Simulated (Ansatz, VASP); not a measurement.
**AgRh in VASP and in Ansatz**

The input INCAR:

```
SYSTEM = AgRh
PREC = Accurate
ENCUT = 520
EDIFF = 1E-6
ISMEAR = -1
SIGMA = 0.05
LREAL = .False.
LASPH = .True.
NELM = 60
ALGO = Normal
ISIF = 2
LWAVE = .False.
LCHARG = .True.
LELF = .True.
LVHAR = .True.
NBANDS = 20
```

File KPOINTS:

```
regular mesh
0
Gamma
  11 11 6
  0 0 0
```

File POSCAR:

```
AgRh
1.0
    2.7400486223      0.0000000000      0.0000000000
   -1.3700243112      2.3729517146      0.0000000000
    0.0000000000      0.0000000000      4.7436129252
Ag Rh
1 1
Direct
    0.0000000000      0.0000000000      0.5000000000
    0.6666666667      0.3333333333      0.0000000000
```

The input input.yaml:

```yaml
crystal:
  lattice:
    - [2.7400486223, 0.0, 0.0]
    - [-1.3700243112, 2.3729517146, 0.0]
    - [0.0, 0.0, 4.7436129252]
  atoms:
    - { symbol: Ag, position: [0.0, 0.0, 0.5] }
    - { symbol: Rh, position: [0.6666666667, 0.3333333333, 0.0] }
hamiltonian:
  xc: lda
  pseudopotentials: { kind: paw }
kpoints:
  mp_grid: { grid: [11, 11, 6] }
scf:
  occupations: { method: fermi_dirac, width: 0.05 }
output:
  forces: true
  stress: true
  eigenvalues: true
```

Alike in both runs: task single point; functional LDA; k mesh 11 × 11 × 6; occupations fermi-dirac, width 0.05 eV; no spin polarisation.

|  | VASP | Ansatz |
| --- | --- | --- |
| version | VASP 6.6.1 | Ansatz 0.2.0 |
| potentials or method | VASP PAW LDA potentials, release 64 (Ag, Rh_pv) | Ansatz PAW |
| plane-wave cutoff (eV) | 520 | 420 |
| valence electrons in the cell | 26 | 36 |

```csv
,VASP,Ansatz,Ansatz less VASP
gap on the k mesh at the Fermi level (eV),none,none,-
pressure (GPa),-9.6,-9.9,-0.34
"traceless stress, the component that is largest in VASP (GPa)",-0.46,-0.43,+0.023
```

LDA's correlation is that of Perdew and Zunger in VASP and of Perdew and Wang (1992) in Ansatz. A gap of «none» marks a metal or a gap that the smearing closes. VASP's potentials hold 26 valence electrons a cell and Ansatz's 36, so a difference there can come from the potentials and not from the codes.
